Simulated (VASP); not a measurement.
Here is a VASP 6.6.1 calculation.

Contents of INCAR:

```
ALGO = Normal
EDIFF = 1E-6
ENCUT = 520
GGA = PS
ISIF = 2
ISMEAR = 0
ISPIN = 2
LASPH = T
LCHARG = T
LELF = T
LMAXMIX = 6
LORBIT = 11
LREAL = F
LVHAR = T
LWAVE = F
MAGMOM = 6.77 0 0 0
NBANDS = 31
NELM = 150
PREC = Accurate
SIGMA = 0.05
```

KPOINTS

```
k-points
0
Gamma
  8 8 8
```

File POSCAR:

```
EuRe3
1.0
    4.0368003968      0.0000000000      0.0000000000
    0.0000000000      4.0368003968      0.0000000000
    0.0000000000      0.0000000000      4.0368003968
Eu Re
1 3
Direct
    0.0000000000      0.0000000000      0.0000000000
    0.0000000000      0.5000000000      0.5000000000
    0.5000000000      0.5000000000      0.0000000000
    0.5000000000      0.0000000000      0.5000000000
```

Potentials or basis: VASP PAW PBE potentials, release 64 (Eu, Re).

Launch:

```sh
$ cat potpaw_PBE.64/Eu/POTCAR potpaw_PBE.64/Re/POTCAR > POTCAR
$ mpirun -np 1 vasp_std > vasp.out
```

Question: Estimate the site moments.

Answer: Eu -6.10; Re +0.10 μB.

Question: Predict the net moment.

Answer: -5.97 μB per cell.

Question: Predict the band gap on the k mesh.

Answer: Zero (filled and empty bands overlap).

Caveat: spin-orbit coupling is left out, which moves the levels of the heavy elements; semilocal functionals describe open f shells poorly, which spoils levels, moments and volumes. The state reached can hang on the start; a lower one may exist.
